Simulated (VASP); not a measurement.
Crystal: TiN (Osbornite).

```
Ti N
1.0
     0.00000    2.11900    2.11900
     2.11900    0.00000    2.11900
     2.11900    2.11900    0.00000
Ti N
1 1
Cartesian
  0.0000 0.0000 0.0000
  2.1190 2.1190 2.1190
```

```yaml
Program: VASP 6.6.1
Task: relaxation of cell and atoms
Functional: PBEsol
Potentials_or_basis: VASP PAW PBE potentials, release 64 (Ti_sv, N)
Cutoff: 600 eV
k_mesh: 18 × 18 × 18
Occupations: gaussian, width 0.1 eV
Spin: no spin polarisation
```

At the start: pressure -6.5 GPa; volume 9.51 Å³/atom.

Q: Where does the relaxation end?

A: Over 3 steps the energy falls by 4.5 meV/atom and the volume is 9.30 Å³/atom (-2.3 %); space group Fm-3m (No. 225, to 0.05 Å).

Step by step:
```
step  energy change (eV)  largest force (eV/Å)  pressure (GPa)  volume (Å³)
   1              0.0000                0.0000           -6.55        19.03
   2              0.0112                0.0000           10.81        17.98
   3             -0.0090                0.0000           -0.06        18.60
```

Final structure:
```
Ti N
1.0
     0.00000    2.10295    2.10295
     2.10295    0.00000    2.10295
     2.10295    2.10295    0.00000
Ti N
1 1
Direct
  0.00000 0.00000 0.00000
  0.50000 0.50000 0.50000
```

Caveat: the PAW data sets were made with another functional, which shifts forces and pressure a little.
